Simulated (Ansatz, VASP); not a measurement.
## BN in VASP and in Ansatz

The input POSCAR:

```
BN
1.0
    0.0349220593      1.7946268727      1.7946268727
    1.7946268727      0.0349220593      1.7946268727
    1.7946268727      1.7946268727      0.0349220593
B N
1 1
Direct
    0.0002007007      0.0002007007      0.0002007007
    0.2497992993      0.2497992993      0.2497992993
```

INCAR.step1

```
PREC     = Accurate       # precision mode
ENCUT    = 520            # plane-wave cutoff, eV
ISMEAR   = 0              # smearing method
SIGMA    = 0.01           # smearing width, eV
LREAL    = F              # projectors in reciprocal space
LASPH    = T              # aspherical terms in the spheres
NELM     = 80             # most SCF steps
NBANDS   = 11             # bands
GGA      = PE             # functional
ALGO     = Normal         # electronic algorithm
EDIFF    = 1E-4           # SCF threshold, eV
LWAVE    = T              # write WAVECAR
LCHARG   = F              # write CHGCAR
```

The input INCAR.step2:

```
PREC     = Accurate       # precision mode
ENCUT    = 520            # plane-wave cutoff, eV
EDIFF    = 1E-7           # SCF threshold, eV
ISMEAR   = 0              # smearing method
SIGMA    = 0.01           # smearing width, eV
LREAL    = F              # projectors in reciprocal space
LASPH    = T              # aspherical terms in the spheres
NELM     = 80             # most SCF steps
ALGO     = Normal         # electronic algorithm
ISIF     = 2              # what is computed and relaxed
LWAVE    = F              # write WAVECAR
LCHARG   = T              # write CHGCAR
METAGGA  = R2SCAN         # meta-GGA
LMIXTAU  = T            
LELF     = T              # ELF
LVHAR    = T            
NBANDS   = 11             # bands
ISTART   = 1
```

File KPOINTS:

```
regular mesh
0
Gamma
  12 12 12
```

Input for Ansatz:

```yaml
crystal:
  lattice:
    - [0.0349220593, 1.7946268727, 1.7946268727]
    - [1.7946268727, 0.0349220593, 1.7946268727]
    - [1.7946268727, 1.7946268727, 0.0349220593]
  atoms:
    - { symbol: B, position: [0.0002007007, 0.0002007007, 0.0002007007] }
    - { symbol: "N", position: [0.2497992993, 0.2497992993, 0.2497992993] }
kpoints:
  mp_grid: { grid: [12, 12, 12] }
  band_path:
    path:
      - [0.0, 0.0, 0.0]
      - [-0.5, -0.5, 0.0]
      - [-0.375, -0.375, 0.25]
      - [-0.375, 0.0, 0.375]
      - [0.0, 0.0, 0.5]
      - [-0.5, -0.25, 0.25]
      - [0.0, 0.5, 0.5]
    npoints: 1
hamiltonian:
  xc: r2scan
scf:
  occupations: { method: fixed }
  n_extra_bands: 4
output:
  forces: true
  stress: true
  eigenvalues: true
```

Change from the starting cell: epitaxial_111 strain -2.5%.

Alike in both runs: task single point; functional r2SCAN; k mesh 12 × 12 × 12; no spin polarisation.

|  | VASP | Ansatz |
| --- | --- | --- |
| version | VASP 6.6.1 | Ansatz 0.2.0 |
| potentials or method | VASP PAW PBE potentials, release 64 (B, N) | plane waves, PAW |
| plane-wave cutoff (eV) | 520 | 500 |
| occupations | gaussian, width 0.01 eV | fixed |
| valence electrons in the cell | 8 | 8 |

|  | VASP | Ansatz | Ansatz less VASP |
| --- | --- | --- | --- |
| gap on the k mesh at the Fermi level (eV) | 4.95 | 4.97 | +0.025 |
| pressure (GPa) | 21.6 | 20.3 | -1.30 |
| traceless stress, the component that is largest in VASP (GPa) | -10.22 | -10.16 | +0.055 |
| rms of the force components (eV/Å) | 0.004 | 0.000 | -0.0043 |

VASP's potentials were made for PBE, not for r2SCAN. Atom by atom the forces differ by 0.004 eV/Å (rms over components).
